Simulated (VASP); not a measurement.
**Bi: single point with r2SCAN**

Crystal: Bi.

```
CELL_PARAMETERS angstrom
2.26726 1.30900 4.11667
-2.26726 1.30900 4.11667
0.00000 -2.61800 4.11667
ATOMIC_POSITIONS crystal
Bi 0.23171 0.23171 0.23171
Bi 0.76829 0.76829 0.76829
```

```json
{
  "Program": "VASP 6.6.1",
  "Task": "single point",
  "Functional": "r2SCAN",
  "Potentials or basis": "VASP PAW PBE potentials, release 64 (Bi_d)",
  "Cutoff": "520 eV",
  "k mesh": "9 × 9 × 9",
  "Occupations": "methfessel-paxton, width 0.6 eV",
  "Spin": "no spin polarisation",
  "Dipole correction": "no",
  "Further INCAR settings": "ALGO = Normal; EDIFF = 1e-06; NBANDS = 22"
}
```

```json
{
  "Pressure": "-0.1 GPa",
  "Largest force": "0.028 eV/Å"
}
```

Forces in eV/Å, atoms in the order of the input:
```
Bi   0.000  0.000 -0.028
Bi   0.000  0.000  0.028
```

Levels at points of the mesh, in eV from the Fermi level:
```csv
k point,band 13,band 14,band 15,band 16,band 17,band 18
"(0.00, 0.00, 0.00)",-1.89,-1.38,-1.38,2.18,2.77,2.77
```

Wall time 3 min on 1 thread of Intel(R) Xeon(R) 6975P-C (Granite Rapids), on a shared host, peak memory 0.28 GiB.

Caveat: so wide a smearing shifts energies and pressures; the PAW data sets were made with another functional, which shifts forces and pressure a little; spin-orbit coupling is left out, which moves the levels of the heavy elements.
